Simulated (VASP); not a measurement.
Wanted: the native input for a VASP 6.6.1 run.

```yaml
Task: single point
Functional: LDA
Potentials_or_basis: VASP PAW LDA potentials, release 64 (Bi_d, Rh_pv)
Cutoff: 520 eV
k_mesh: 12 × 12 × 7
Occupations: fermi-dirac, width 0.03 eV
Spin: no spin polarisation
Dipole_correction: no
Further_INCAR_settings: ALGO = Normal; EDIFF = 1e-07; NBANDS = 38
```

The structure of BiRh lies in POSCAR:

```
BiRh
1.0
    4.0530608560      0.0000000000      0.0000000000
   -2.0265304280      3.5100536644      0.0000000000
    0.0000000000      0.0000000000      5.6630000000
Bi Rh
2 2
Direct
    0.3333333333      0.6666666667      0.2500000000
    0.6666666667      0.3333333333      0.7500000000
    0.0000000000      0.0000000000      0.0000000000
    0.0000000000      0.0000000000      0.5000000000
```

This cell differs from its parent crystal: equal xx and yy strain of -1 %.

One way to write it, as run:

INCAR

```
SYSTEM = BiRh
PREC = Accurate
ENCUT = 520
EDIFF = 1E-7
ISMEAR = -1
SIGMA = 0.03
LREAL = .FALSE.
LASPH = .TRUE.
NELM = 100
ALGO = Normal
ISIF = 2
LWAVE = .FALSE.
LCHARG = .TRUE.
GGA = CA
LELF = .TRUE.
LVHAR = .TRUE.
NBANDS = 38
```

KPOINTS

```
regular mesh
0
G
  12 12 7
  0 0 0
```

Potentials or basis: VASP PAW LDA potentials, release 64 (Bi_d, Rh_pv).

The run is started by

```sh
$ cat potpaw_LDA.64/Bi_d/POTCAR potpaw_LDA.64/Rh_pv/POTCAR > POTCAR
$ mpirun -np 1 vasp_std > vasp.out
```

It gave:

```yaml
Pressure: 0.4 GPa
Band_gap_on_the_k_mesh: zero (bands 30 and 31 overlap by 2.71 eV)
```

Caveat: the cell differs from its parent crystal (equal xx and yy strain of -1 %); spin-orbit coupling is left out, which moves the levels of the heavy elements.

Wall time 89 s on 1 thread of AMD EPYC 9R45 96-Core Processor (Zen 5), with other jobs on the host, peak memory 0.26 GiB.
